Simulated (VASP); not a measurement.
# O (C2/m) in VASP: further runs

The runs below take O through single point, with PBE.

Everything below comes from runs of VASP 6.6.1. Logs are shortened: lines on timing, memory, paths and dates and some standing lists are left out, and cuts for length are marked.

## 1. The cell of the first run

Symmetry: C2/m, No. 12, monoclinic system. The conventional cell has a = 5.111 Å, b = 2.980 Å, c = 3.910 Å, α = 90.00°, β = 123.29°, γ = 90.00°. Within 1.5 Å of O (site symmetry m) lie 1 O at 1.10 Å.

## 2. Single point, PBE, collinear spin, ferromagnetic start (12.45 Å³/atom)

Contents of INCAR:

```
  PREC = Accurate
  ENCUT = 520
  EDIFF = 1E-6
  ISMEAR = -1
  SIGMA = 0.05
  LREAL = F
  LASPH = T
  NELM = 150
  ALGO = Normal
  ISIF = 2
  LWAVE = F
  LCHARG = F
  ISPIN = 2
  MAGMOM = 1 1
  LORBIT = 11
  GGA = PE
  NBANDS = 17
```

Contents of KPOINTS:

```
regular mesh
0
Gamma
  10 10 8
```

Contents of POSCAR:

```
O
1.0
    2.5556580562     -1.4899917368      0.0000000000
    2.5556580562      1.4899917368      0.0000000000
   -2.1461370282      0.0000000000      3.2687815997
O
2
Direct
    0.0254538300      0.0254538300      0.1555740200
    0.9745461700      0.9745461700      0.8444259800
```

Potentials or basis: VASP PAW PBE potentials, release 64 (O).

Command:

```console
cat potpaw_PBE.64/O/POTCAR > POTCAR
mpirun -np 1 vasp_std > vasp.out
```

OUTCAR:

```text
PREC = Accurate
   ENCUT = 520
   EDIFF = 1E-6
   ISMEAR = -1
   LREAL = F
   LASPH = T
   NELM = 150
   ISIF = 2
   ISPIN = 2
   LORBIT = 11
   GGA = PE

 ion  position               nearest neighbor table
   1  0.025  0.025  0.156-   2 1.10
   2  0.975  0.975  0.844-   1 1.10

  LATTYP: Found a base centered monoclinic cell.
 ALAT       =     5.1113161124
 B/A-ratio  =     0.5830168606
 C/A-ratio  =     0.7650377976
 COS(beta)  =    -0.5488350190

  Lattice vectors:

 A1 = (   2.5556580562,  -1.4899917368,   0.0000000000)
 A2 = (   2.5556580562,   1.4899917368,   0.0000000000)
 A3 = (  -2.1461370282,   0.0000000000,   3.2687815997)

Analysis of symmetry for initial positions (statically):
=====================================================================
 Subroutine PRICEL returns:
 Original cell was already a primitive cell.

 Routine SETGRP: Setting up the symmetry group for a
 base centered monoclinic supercell.

 Subroutine GETGRP returns: Found  4 space group operations
 (whereof  4 operations were pure point group operations)
 out of a pool of  4 trial point group operations.

The static configuration has the point symmetry C_2h.

Analysis of symmetry for dynamics (positions and initial velocities):
=====================================================================
 Subroutine PRICEL returns:
 Original cell was already a primitive cell.

 Routine SETGRP: Setting up the symmetry group for a
 base centered monoclinic supercell.

 Subroutine GETGRP returns: Found  4 space group operations
 (whereof  4 operations were pure point group operations)
 out of a pool of  4 trial point group operations.

The dynamic configuration has the point symmetry C_2h.

Analysis of structural, dynamic, and magnetic symmetry:
=====================================================================
 Subroutine PRICEL returns:
 Original cell was already a primitive cell.

 Routine SETGRP: Setting up the symmetry group for a
 base centered monoclinic supercell.

 Subroutine GETGRP returns: Found  4 space group operations
 (whereof  4 operations were pure point group operations)
 out of a pool of  4 trial point group operations.

The overall configuration has the point symmetry C_2h.

 Subroutine INISYM returns: Found  4 space group operations
 (whereof  4 operations are pure point group operations),
 and found     1 'primitive' translations

----------------------------------------------------------------------------------------

                                     Primitive cell

  volume of cell :      24.8944

  direct lattice vectors                    reciprocal lattice vectors
     2.555658056 -1.489991737  0.000000000     0.195644327 -0.335572331  0.128451388
     2.555658056  1.489991737  0.000000000     0.195644327  0.335572331  0.128451388
    -2.146137028  0.000000000  3.268781600     0.000000000  0.000000000  0.305924385

  length of vectors
     2.958287254  2.958287254  3.910350021     0.409127426  0.409127426  0.305924385

  position of ions in fractional coordinates (direct lattice)
     0.025453830  0.025453830  0.155574020
     0.974546170  0.974546170  0.844425980

  ion indices of the primitive-cell ions
   primitive index   ion index
                 1           1
                 2           2

----------------------------------------------------------------------------------------

 KPOINTS: regular mesh

Automatic generation of k-mesh.
 Grid dimensions read from file:
 generate k-points for:   10   10    8

 Generating k-lattice:

  Cartesian coordinates                     Fractional coordinates (reciprocal lattice)
     0.019564433 -0.033557233  0.012845139     0.100000000  0.000000000 -0.000000000
     0.019564433  0.033557233  0.012845139     0.000000000  0.100000000 -0.000000000
     0.000000000  0.000000000  0.038240548     0.000000000  0.000000000  0.125000000

  Length of vectors
     0.040912743  0.040912743  0.038240548

  Shift w.r.t. Gamma in fractional coordinates (k-lattice)
     0.000000000  0.000000000  0.000000000

 Subroutine IBZKPT returns following result:
 ===========================================

 Found    227 irreducible k-points:

 Following reciprocal coordinates:
            Coordinates               Weight
  0.000000  0.000000  0.000000      1.000000
  0.100000  0.000000 -0.000000      4.000000
  0.200000  0.000000 -0.000000      4.000000
  0.300000  0.000000  0.000000      4.000000
  0.400000  0.000000  0.000000      4.000000
  0.500000  0.000000 -0.000000      2.000000
[... 16 lines left out ...]
  0.300000  0.300000  0.000000      2.000000
  0.400000  0.300000 -0.000000      4.000000
 [... further k-points ...]
   k-points           NKPTS =    227   k-points in BZ     NKDIM =    227   number of bands    NBANDS=     17
   number of dos      NEDOS =    301   number of ions     NIONS =      2
   total plane-waves  NPLWV =  17280
   dimension x,y,z NGX =    24 NGY =   24 NGZ =   30
   dimension x,y,z NGXF=    48 NGYF=   48 NGZF=   60
   ions per type =               2
   NGX,Y,Z   is equivalent  to a cutoff of  13.49, 13.49, 12.75 a.u.
   NGXF,Y,Z  is equivalent  to a cutoff of  26.97, 26.97, 25.51 a.u.
 SYSTEM =  unknown system
   PREC   = accura    normal or accurate (medium, high low for compatibility)
   ISTART =      0    job   : 0-new  1-cont  2-samecut
   ICHARG =      2    charge: 1-file 2-atom 10-const
   ISPIN  =      2    spin polarized calculation?
   LNONCOLLINEAR =      F non collinear calculations
   LSORBIT =      F    spin-orbit coupling
   LASPH  =      T    aspherical Exc in radial PAW
   ENCUT  =  520.0 eV  38.22 Ry    6.18 a.u.   5.50  5.50  7.27*2*pi/ulx,y,z
   NELM   =    150;   NELMIN=  2; NELMDL= -5     # of ELM steps
   EDIFF  = 0.1E-05   stopping-criterion for ELM
   LREAL  =      F    real-space projection
   EDIFFG = 0.1E-04   stopping-criterion for IOM
   NSW    =      0    number of steps for IOM
   IBRION =     -1    ionic relax: 0-MD 1-quasi-New 2-CG
   NFREE  =      0    steps in history (QN), initial steepest desc. (CG)
   ISIF   =      2    stress and relaxation
   ISYM   =      2    0-nonsym 1-usesym 2-fastsym
   POTIM  = 0.5000    time-step for ionic-motion
   TEBEG  =    0.0;   TEEND  =   0.0 temperature during run
   PSTRESS=    0.0 pullay stress
   NELECT =      12.0000    total number of electrons
   NUPDOWN=      -1.0000    fix difference up-down
   EMIN   =  10.00;   EMAX   =-10.00  energy-range for DOS
   EFERMI =   0.00;   METHOD = LEGACY
   ISMEAR =    -1;   SIGMA  =   0.05  broadening in eV -4-tet -1-fermi 0-gaus
   EFERMI_NEDOS =   21; number of points for ismear=-14 and -15
   IALGO  =     38    algorithm
   IMIX   =      4    mixing-type and parameters
     AMIX     =   0.40;   BMIX     =  1.00
     AMIX_MAG =   1.60;   BMIX_MAG =  1.00
  volume/ion in A,a.u.               =      12.45        84.00
  Fermi-wavevector in a.u.,A,eV,Ry     =   1.283614  2.425679 22.417838  1.647665
  Thomas-Fermi vector in A             =   2.415856
   LORBIT       =     11    0 simple, 1 ext, 2 COOP (PROOUT), +10 PAW based schemes
   GGA     = PE    functional components
   LHFCALC =     F    Hartree Fock is set to
   AEXX    =    0.0000 exact exchange contribution
   IVDW    =     0    specifies the selected vdW correction
   LEPSILON=     F    determine dielectric tensor
   LRPA    =     F    only Hartree local field effects (RPA)
 spin polarized calculation
  energy-cutoff  :      520.00
  volume of cell :       24.89
 maximum number of plane-waves:       688
 NGX is ok and might be reduce to    24
   NGX = 11   NGY = 11   NGZ = 15

 number of electron      12.0000001 magnetization       1.9997581

 Free energy of the ion-electron system (eV)
  ---------------------------------------------------
  ext. energy  EPLUGINS =         0.00000000
  ---------------------------------------------------
  free energy    TOTEN  =        -8.69912313 eV

  energy without entropy =       -8.69902484  energy(sigma->0) =       -8.69907398

 E-fermi :   0.9976     XC(G=0):  -8.7633

 val. band max:        0.7651040381   @ k =   0.5000   0.5000  -0.0000
 cond. band min:       1.1697565885   @ k =   0.5000   0.0000   0.5000
 fundamental gap:      0.4046525505
 Fermi energy:         0.9975611237

 spin component 1

 k-point     1 :       0.0000    0.0000    0.0000
  band No.  band energies     occupation
      1     -30.1929      1.00000
      2     -13.3863      1.00000
      3      -9.2137      1.00000
      4      -8.2063      1.00000
      5      -8.1630      1.00000
      6      -0.0705      1.00000
[... 9 lines left out ...]
     16      26.6810      0.00000
     17      27.7276      0.00000
[... 441 lines left out ...]
 k-point    24 :       0.4000    0.3000   -0.0000
  band No.  band energies     occupation
      1     -29.9852      1.00000
      2     -13.7681      1.00000
      3      -9.7333      1.00000
      4      -8.7003      1.00000
      5      -7.7893      1.00000
      6       0.0751      1.00000
[... 9 lines left out ...]
     16      29.7120      0.00000
     17      30.2038      0.00000

 [... further k-points ...]

 spin component 2

 k-point     1 :       0.0000    0.0000    0.0000
  band No.  band energies     occupation
      1     -29.0819      1.00000
      2     -11.5505      1.00000
      3      -8.3271      1.00000
      4      -6.2319      1.00000
      5      -6.1954      1.00000
      6       2.2691      0.00000
[... 9 lines left out ...]
     16      27.2317      0.00000
     17      28.1146      0.00000
[... 441 lines left out ...]
 k-point    24 :       0.4000    0.3000   -0.0000
  band No.  band energies     occupation
      1     -28.8733      1.00000
      2     -11.9782      1.00000
      3      -8.1468      1.00000
      4      -6.8293      1.00000
      5      -6.5699      1.00000
      6       2.4031      0.00000
[... 9 lines left out ...]
     16      30.1572      0.00000
     17      30.7463      0.00000

 [... further k-points ...]
[... 5 lines left out ...]
  --------------------------------------------------------------------------------------
  -------------------------------------------------------------------------------------
  Total        3.5199624      1.0117978     16.6046083      0.0000000      0.0000000     -6.2778707
  in kB      226.5406309     65.1181124   1068.6530044      0.0000000      0.0000000   -404.0363536
  external PRESSURE =     453.4372492 kB  Pullay stress =       0.0000000 kB

 VOLUME and BASIS-vectors are now :
 -----------------------------------------------------------------------------
  energy-cutoff  :      520.00
  volume of cell :       24.89
      direct lattice vectors                 reciprocal lattice vectors
     2.555658056 -1.489991737  0.000000000     0.195644327 -0.335572331  0.128451388
     2.555658056  1.489991737  0.000000000     0.195644327  0.335572331  0.128451388
    -2.146137028  0.000000000  3.268781600     0.000000000  0.000000000  0.305924385

 POSITION                                       TOTAL-FORCE (eV/Angst)
 -----------------------------------------------------------------------------------
     -0.20378      0.00000      0.50854        -6.239335      0.000000     15.444765
      3.16896      0.00000      2.76024         6.239335      0.000000    -15.444765
 -----------------------------------------------------------------------------------
    total drift:                                0.000000     -0.000000      0.000000

  FREE ENERGIE OF THE ION-ELECTRON SYSTEM (eV)
  ---------------------------------------------------
  free  energy   TOTEN  =        -8.6991231274 eV

  energy  without entropy=       -8.6990248371  energy(sigma->0) =       -8.69907398

 total charge

# of ion       s       p       d       tot
------------------------------------------
    1        1.627   3.522   0.000   5.149
    2        1.627   3.522   0.000   5.149
--------------------------------------------------
tot          3.255   7.043   0.000  10.298

 magnetization (x)

# of ion       s       p       d       tot
------------------------------------------
    1        0.010   0.773   0.000   0.783
    2        0.010   0.773   0.000   0.783
--------------------------------------------------
tot          0.020   1.546   0.000   1.566
```

Run time: 56 s. Hardware: 1 thread of Intel Xeon 6975P-C (Granite Rapids), shared host; peak memory 0.23 GiB.

What came out:

- Free energy: -8.6991 eV
- Pressure: 45.3 GPa
- Largest force: 16.657 eV/Å
- Band gap on the k mesh: 0.40 eV (least direct gap 0.83 eV)
- Net moment: 2.00 μB per cell
- Site moments: O +0.78 μB
- Valence electrons inside the program's atomic spheres: O 5.15

Forces in eV/Å, atoms in the order of the input:
```
O    -6.239   0.000  15.445
O     6.239   0.000 -15.445
```

Levels at points of the mesh, in eV from the valence-band top:
Spin up:
| k point | band 5 | band 6 | band 7 | band 8 | band 9 | band 10 |
| --- | --- | --- | --- | --- | --- | --- |
| (0.00, 0.00, 0.00) | -8.93 | -0.84 | -0.31 | 7.40 | 14.57 | 15.42 |
| (0.50, 0.00, 0.00) | -8.95 | -1.15 | -0.44 | 10.48 | 12.01 | 14.80 |
| (0.50, 0.50, 0.00) | -8.52 | -0.73 | 0.00 | 10.51 | 12.18 | 12.38 |
| (0.00, 0.00, 0.50) | -8.29 | -0.43 | -0.09 | 8.35 | 8.56 | 15.48 |
| (0.50, 0.00, 0.50) | -8.27 | -1.69 | -0.43 | 10.56 | 11.14 | 14.36 |
| (0.50, 0.50, 0.50) | -8.69 | -1.20 | -0.55 | 9.42 | 11.32 | 14.25 |
Spin down:
```tsv
k point	band 2	band 3	band 4	band 5	band 6	band 7	band 8	band 9
(0.00, 0.00, 0.00)	-12.32	-9.09	-7.00	-6.96	1.50	2.15	8.03	15.42
(0.50, 0.00, 0.00)	-12.39	-9.03	-7.98	-7.25	1.14	1.97	11.32	12.59
(0.50, 0.50, 0.00)	-12.86	-8.86	-7.60	-7.51	1.54	2.51	10.96	12.79
(0.00, 0.00, 0.50)	-13.56	-7.27	-7.14	-7.12	1.94	2.40	9.12	9.24
(0.50, 0.00, 0.50)	-12.87	-8.61	-7.48	-7.22	0.40	1.98	11.47	11.83
(0.50, 0.50, 0.50)	-12.73	-8.53	-7.67	-7.39	1.01	1.85	10.22	11.92
```

Caveat: the standard files for N, O and F lose accuracy on very short bonds; the stress differs along the axes, from 7 to 107 GPa; this functional lacks dispersion, which holds the molecules together, so the pressure and a relaxed volume are unreliable; forces of over 1 eV/Å act on the atoms, so gaps and moduli don't describe the material at rest. A k mesh can miss the band edges.

## 3. Single point, PBE, collinear spin, ferromagnetic start (13.83 Å³/atom)

This run uses another cell than the first one, of 13.83 Å³/atom.

Contents of INCAR:

```
PREC = Accurate
ENCUT = 520
EDIFF = 1E-7
ISMEAR = -1
SIGMA = 0.05
LREAL = False
LASPH = True
NELM = 150
ALGO = Normal
ISIF = 2
LWAVE = False
LCHARG = False
ISPIN = 2
MAGMOM = 1 1
LORBIT = 11
GGA = PE
NBANDS = 17
```

Contents of KPOINTS:

```
Automatic mesh
0
Gamma
  10 10 8
```

Contents of POSCAR:

```
O
1.0
    2.6470079288     -1.5432502528      0.0000000000
    2.6470079288      1.5432502528      0.0000000000
   -2.2228489120      0.0000000000      3.3856214805
O
2
Direct
    0.0254538300      0.0254538300      0.1555740200
    0.9745461700      0.9745461700      0.8444259800
```

Potentials or basis: VASP PAW PBE potentials, release 64 (O).

Command:

```console
cat potpaw_PBE.64/O/POTCAR > POTCAR
mpirun -np 1 vasp_std > vasp.out
```

OUTCAR:

```text
PREC = Accurate
   ENCUT = 520
   EDIFF = 1E-7
   ISMEAR = -1
   LREAL = False
   LASPH = True
   NELM = 150
   ISIF = 2
   ISPIN = 2
   LORBIT = 11
   GGA = PE

 ion  position               nearest neighbor table
   1  0.025  0.025  0.156-   2 1.13
   2  0.975  0.975  0.844-   1 1.13

  LATTYP: Found a base centered monoclinic cell.
 ALAT       =     5.2940158576
 B/A-ratio  =     0.5830168607
 C/A-ratio  =     0.7650377976
 COS(beta)  =    -0.5488350190

  Lattice vectors:

 A1 = (   2.6470079288,  -1.5432502528,   0.0000000000)
 A2 = (   2.6470079288,   1.5432502528,   0.0000000000)
 A3 = (  -2.2228489120,   0.0000000000,   3.3856214805)

Analysis of symmetry for initial positions (statically):
=====================================================================
 Subroutine PRICEL returns:
 Original cell was already a primitive cell.

 Routine SETGRP: Setting up the symmetry group for a
 base centered monoclinic supercell.

 Subroutine GETGRP returns: Found  4 space group operations
[... 668 lines left out ...]

 spin component 2

 k-point     1 :       0.0000    0.0000    0.0000
  band No.  band energies     occupation
      1     -28.5703      1.00000
      2     -12.5459      1.00000
      3      -8.5716      1.00000
      4      -6.4638      1.00000
      5      -6.4315      1.00000
      6       1.3026      0.00000
[... 459 lines left out ...]
      6       1.4223      0.00000
[... 9 lines left out ...]
     16      27.7434      0.00000
     17      28.3788      0.00000

 [... further k-points ...]
[... 5 lines left out ...]
  --------------------------------------------------------------------------------------
  -------------------------------------------------------------------------------------
  Total        2.2733469      0.6863678     10.5324271      0.0000000      0.0000000     -3.9690779
  in kB      131.6789312     39.7564426    610.0691299      0.0000000      0.0000000   -229.9006563
  external PRESSURE =     260.5015012 kB  Pullay stress =       0.0000000 kB

 VOLUME and BASIS-vectors are now :
 -----------------------------------------------------------------------------
  energy-cutoff  :      520.00
  volume of cell :       27.66
      direct lattice vectors                 reciprocal lattice vectors
     2.647007929 -1.543250253  0.000000000     0.188892521 -0.323991523  0.124018452
     2.647007929  1.543250253  0.000000000     0.188892521  0.323991523  0.124018452
    -2.222848912  0.000000000  3.385621480     0.000000000  0.000000000  0.295366746

 POSITION                                       TOTAL-FORCE (eV/Angst)
 -----------------------------------------------------------------------------------
     -0.21106      0.00000      0.52671        -3.811530      0.000000      9.448931
      3.28223      0.00000      2.85891         3.811530      0.000000     -9.448931
 -----------------------------------------------------------------------------------
    total drift:                                0.000000     -0.000000      0.000000

  FREE ENERGIE OF THE ION-ELECTRON SYSTEM (eV)
  ---------------------------------------------------
  free  energy   TOTEN  =        -9.3132549436 eV

  energy  without entropy=       -9.3132481104  energy(sigma->0) =       -9.31325153

 total charge

# of ion       s       p       d       tot
------------------------------------------
    1        1.620   3.445   0.000   5.065
    2        1.620   3.445   0.000   5.065
--------------------------------------------------
tot          3.240   6.889   0.000  10.129

 magnetization (x)

# of ion       s       p       d       tot
------------------------------------------
    1        0.010   0.783   0.000   0.793
    2        0.010   0.783   0.000   0.793
--------------------------------------------------
tot          0.021   1.566   0.000   1.586
```

stdout:

```text
POSCAR found type information on POSCAR O
 POSCAR found :  1 types and       2 ions
 scaLAPACK will be used
 LDA part: xc-table for (Slater+PW92), standard interpolation
 POSCAR, INCAR and KPOINTS ok, starting setup
 FFT: planning ... GRIDC
 FFT: planning ... GRID_SOFT
 FFT: planning ... GRID
 WAVECAR not read
 entering main loop
```

Run time: 61 s. Hardware: 1 thread of Intel Xeon 6975P-C (Granite Rapids), shared host; peak memory 0.25 GiB.

Results:

| Property | Result |
| --- | --- |
| Free energy | -9.3133 eV |
| Pressure | 26.1 GPa |
| Largest force | 10.189 eV/Å |
| Band gap on the k mesh | 0.74 eV (least direct gap 1.09 eV) |
| Net moment | 2.00 μB per cell |
| Site moments | O +0.79 μB |
| Valence electrons inside the program's atomic spheres | O 5.07 |

Forces in eV/Å, atoms in the order of the input:
```
O   -3.812  0.000  9.449
O    3.812  0.000 -9.449
```

Stress tensor (GPa, compression positive):
```
 13.17   0.00 -22.99
  0.00   3.98   0.00
-22.99   0.00  61.01
```

Caveat: the standard files for N, O and F lose accuracy on very short bonds; the stress differs along the axes, from 4 to 61 GPa; this functional lacks dispersion, which holds the molecules together, so the pressure and a relaxed volume are unreliable; forces of over 1 eV/Å act on the atoms, so gaps and moduli don't describe the material at rest.

(Part 1 of 2 ends here.)
